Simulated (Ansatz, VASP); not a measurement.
## Two plane-wave programs on LiF

The input INCAR:

```
SYSTEM = LiF
PREC = Accurate ; ENCUT = 520
EDIFF = 1E-6 ; ISMEAR = 0
SIGMA = 0.05 ; LREAL = .FALSE.
LASPH = .TRUE. ; NELM = 80
ALGO = Normal ; ISIF = 2
LWAVE = .FALSE. ; LCHARG = .TRUE.
GGA = PE ; LELF = .TRUE.
LVHAR = .TRUE. ; NBANDS = 18
```

File KPOINTS:

```
Automatic mesh
0
G
  9 9 6
  0 0 0
```

The input POSCAR:

```
LiF
1.0
    3.1599600852      0.0000000000      0.0000000000
   -1.5799800426      2.7366057088      0.0000000000
    0.0000000000      0.0000000000      4.7968194094
Li F
2 2
Direct
    0.3333333333      0.6666666667      0.4116718394
    0.6666666667      0.3333333333      0.9116718394
    0.3333333333      0.6666666667      0.9939266766
    0.6666666667      0.3333333333      0.4939266766
```

Input for Ansatz:

```yaml
crystal:
  lattice:
    - [3.1599600852, 0.0, 0.0]
    - [-1.5799800426, 2.7366057088, 0.0]
    - [0.0, 0.0, 4.7968194094]
  atoms:
    - { symbol: Li, position: [0.3333333333, 0.6666666667, 0.4116718394] }
    - { symbol: Li, position: [0.6666666667, 0.3333333333, 0.9116718394] }
    - { symbol: F, position: [0.3333333333, 0.6666666667, 0.9939266766] }
    - { symbol: F, position: [0.6666666667, 0.3333333333, 0.4939266766] }
basis:
  ecutwfc: 520.0
kpoints:
  mp_grid: { grid: [9, 9, 6] }
hamiltonian:
  xc: pbe
scf:
  occupations: { method: gaussian, width: 0.05 }
output:
  forces: true
  stress: true
  eigenvalues: true
```

Alike in both runs: task single point; functional PBE; k mesh 9 × 9 × 6; occupations gaussian, width 0.05 eV; no spin polarisation.

```csv
,VASP,Ansatz
version,VASP 6.6.1,Ansatz 0.2.0
potentials or method,"VASP PAW PBE potentials, release 64 (Li_sv, F), cutoff 520 eV","scalar-relativistic, plane waves, PAW"
valence electrons in the cell,20,20
```

|  | VASP | Ansatz | Ansatz less VASP |
| --- | --- | --- | --- |
| gap on the k mesh at the Fermi level (eV) | 7.42 | 7.43 | +0.011 |
| least direct gap on the mesh (eV) | 7.42 | 7.43 | +0.011 |
| rms of the force components (eV/Å) | 0.108 | 0.105 | -0.0035 |

Atom by atom the forces differ by 0.004 eV/Å (rms over components). With one functional, cell and mesh, what is left measures potentials, basis and numerics.

Noted on VASP's run: the cutoff is short for stress, so the pressure is rough.
